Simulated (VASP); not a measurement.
Runs of VASP 6.6.1 on ZrTa3. The structure is that of space group Pm-3m (No. 221), or close to it. The cells are those of the table. 

```csv
task,cell,k mesh,cutoff (eV),gap on the mesh (eV),pressure (GPa),relaxed volume (Å³/atom)
single point,"a = 4.016 Å, 4 atoms",4 × 4 × 4,520,none,42.3,-
relaxation of cell and atoms,"relaxed from a = 4.297 Å, 4 atoms",12 × 12 × 12,600,none,0.0,19.74
relaxation of cell and atoms,"relaxed from a = 4.016 Å, 4 atoms",4 × 4 × 4,600,none,-0.3,19.90
single point,"a = 4.290 Å, 4 atoms",12 × 12 × 12,520,none,0.0,-
single point,"a = 4.297 Å, 4 atoms",4 × 4 × 4,520,none,(a),-
```

Alike in all rows: level PBE; potentials or basis VASP PAW PBE potentials, release 64 (Zr_sv, Ta_pv); no spin polarisation; smearing gaussian 0.1 eV.

Question: Fill in the values left out.

Answer: (a) 0.1.

Caveats: some runs use coarse meshes; spin-orbit coupling is left out, which moves the levels of the heavy elements; the volume moved by over 15 % at a fixed basis, so the end points are rough (at least some runs).

A k mesh can miss the band edges, and the runs leave out spin-orbit coupling on Ta, Zr.

A gap of «none» marks levels without a gap at the run's occupations.
